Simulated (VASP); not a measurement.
A run of VASP 6.6.1 is set up as follows.

File POSCAR:

```
CuO
1.0
    4.3027391600      2.1513695800      2.1513695800
    2.1513695800      4.3027391600      2.1513695800
    2.1513695800      2.1513695800      4.3027391600
Cu O
2 2
Direct
    0.0000000000      0.0000000000      0.0000000000
    0.5000000000      0.5000000000      0.5000000000
    0.2500000000      0.2500000000      0.2500000000
    0.7500000000      0.7500000000      0.7500000000
```

File INCAR.step1:

```
SYSTEM = CuO
  PREC = Accurate
  ENCUT = 520
  EDIFF = 1E-6
  ISMEAR = -1
  SIGMA = 0.0106
  LREAL = .FALSE.
  LASPH = .TRUE.
  NELM = 200
  ALGO = Normal
  ISIF = 2
  LWAVE = .FALSE.
  LCHARG = .TRUE.
  ISPIN = 2
  MAGMOM = 1 1 0 0
  LMAXMIX = 4
  LDAU = .TRUE.
  LDAUTYPE = 2
  LDAUL = 2 -1
  LDAUU = 1.72 0
  LDAUJ = 0 0
  LDAUPRINT = 1
  GGA = PE
  NBANDS = 29
  GGA_COMPAT = .FALSE.
  NEDOS = 2001
  LORBIT = 11
```

File KPOINTS.step1:

```
regular mesh
0
G
  7 7 7
  0 0 0
```

Contents of INCAR.step2:

```
SYSTEM = CuO
  PREC = Accurate
  ENCUT = 520
  EDIFF = 1E-6
  ISMEAR = -5
  SIGMA = 0.0106
  LREAL = .FALSE.
  LASPH = .TRUE.
  NELM = 200
  ALGO = Normal
  ISIF = 2
  LWAVE = .FALSE.
  LCHARG = .FALSE.
  ISPIN = 2
  MAGMOM = 1 1 0 0
  LORBIT = 11
  LMAXMIX = 4
  LDAU = .TRUE.
  LDAUTYPE = 2
  LDAUL = 2 -1
  LDAUU = 1.72 0
  LDAUJ = 0 0
  LDAUPRINT = 1
  GGA = PE
  NEDOS = 1001
  ICHARG = 11
  GGA_COMPAT = .FALSE.
```

The input KPOINTS.step2:

```
regular mesh
0
G
  11 11 11
  0 0 0
```

Potentials or basis: VASP PAW PBE potentials, release 64 (Cu, O).

The run is started by

```bash
$ cat potpaw_PBE.64/Cu/POTCAR potpaw_PBE.64/O/POTCAR > POTCAR
$ cp INCAR.step1 INCAR
$ cp KPOINTS.step1 KPOINTS
$ mpirun -np 1 vasp_std > vasp.out
$ cp INCAR.step2 INCAR
$ cp KPOINTS.step2 KPOINTS
$ mpirun -np 1 vasp_std > vasp.out
```

Question: Estimate the site moments.

Answer: Cu +0.29; O +0.16 μB.

Question: What does it give for the net moment?

Answer: 0.92 μB per cell.

Eigenvalues of the final occupation matrices:
| site | spin | trace | eigenvalues |
| --- | --- | --- | --- |
| site 1 d | 1 | 4.74 | 0.93 0.93 0.96 0.96 0.96 |
| site 1 d | 2 | 4.46 | 0.79 0.79 0.96 0.96 0.96 |
| site 2 d | 1 | 4.74 | 0.93 0.93 0.96 0.96 0.96 |
| site 2 d | 2 | 4.46 | 0.79 0.79 0.96 0.96 0.96 |

Caveat: a moment this small can come from the mesh or the smearing.
